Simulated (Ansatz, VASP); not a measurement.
**One calculation of Mg4Se, two programs**

The input INCAR:

```
PREC     = Accurate       # precision mode
ENCUT    = 600            # plane-wave cutoff, eV
EDIFF    = 1E-7           # SCF threshold, eV
ISMEAR   = 0              # smearing method
SIGMA    = 0.1            # smearing width, eV
LREAL    = False          # projectors in reciprocal space
LASPH    = True           # aspherical terms in the spheres
NELM     = 80             # most SCF steps
ALGO     = Normal         # electronic algorithm
ISIF     = 3              # what is computed and relaxed
LWAVE    = False          # write WAVECAR
LCHARG   = False          # write CHGCAR
GGA      = PE             # functional
IBRION   = 2              # ionic algorithm
NSW      = 100            # ionic steps
EDIFFG   = -0.01          # ionic threshold
```

File KPOINTS:

```
Automatic mesh
0
Gamma
  12 12 6
```

Contents of POSCAR:

```
Mg4Se
1.0
    5.1591735635      0.0000000000      0.0000000000
   -2.5795867817      4.4679753685      0.0000000000
    0.0000000000      0.0000000000      7.6114639501
Mg Se
4 1
Direct
    0.3333333333      0.6666666667      0.0000000000
    0.6666666667      0.3333333333      0.0000000000
    0.0000000000      0.0000000000      0.8133399500
    0.0000000000      0.0000000000      0.1866600500
    0.0000000000      0.0000000000      0.5000000000
```

Input for Ansatz:

```yaml
crystal:
  lattice:
    - [5.1591735635, 0.0, 0.0]
    - [-2.5795867817, 4.4679753685, 0.0]
    - [0.0, 0.0, 7.6114639501]
  atoms:
    - { symbol: Mg, position: [0.3333333333, 0.6666666667, 0.0] }
    - { symbol: Mg, position: [0.6666666667, 0.3333333333, 0.0] }
    - { symbol: Mg, position: [0.0, 0.0, 0.81333995] }
    - { symbol: Mg, position: [0.0, 0.0, 0.18666005] }
    - { symbol: Se, position: [0.0, 0.0, 0.5] }
basis:
  ecutwfc: 420
kpoints:
  mp_grid: { grid: [12, 12, 6] }
hamiltonian:
  xc: pbe
scf:
  occupations: { method: gaussian, width: 0.1 }
output:
  forces: true
  stress: true
  eigenvalues: true
  write_density: true
  write_potential: true
  elf: true
  volumetric_format: npy
relax:
  adjacent_minimum: "off"
  f_tol: 0.01
  max_steps: 80
  cell: { stress_tol: 0.05 }
```

Alike in both runs: task relaxation of cell and atoms; functional PBE; k mesh 12 × 12 × 6; occupations gaussian, width 0.1 eV; no spin polarisation.

```csv
,VASP,Ansatz
version,VASP 6.6.1,Ansatz 0.2.0
potentials or method,"VASP PAW PBE potentials, release 64 (Mg, Se), cutoff 600 eV","scalar-relativistic, plane waves, PAW"
valence electrons in the cell,14,56
```

Ansatz gave:

```
gap on the k mesh at the Fermi level, each at its own relaxed structure (eV) : none
relaxed volume (Å³/atom)                                                     : 35.36
relaxed cell length with the largest relative difference (Å)                 : 5.184
```

What did VASP give for the same quantities?

gap on the k mesh at the Fermi level, each at its own relaxed structure (eV): none; relaxed volume (Å³/atom): 35.28; relaxed cell length with the largest relative difference (Å): 5.179.

A gap of «none» marks a metal or a gap that the smearing closes. VASP's potentials hold 14 valence electrons a cell and Ansatz's 56, so a difference there can come from the potentials and not from the codes.
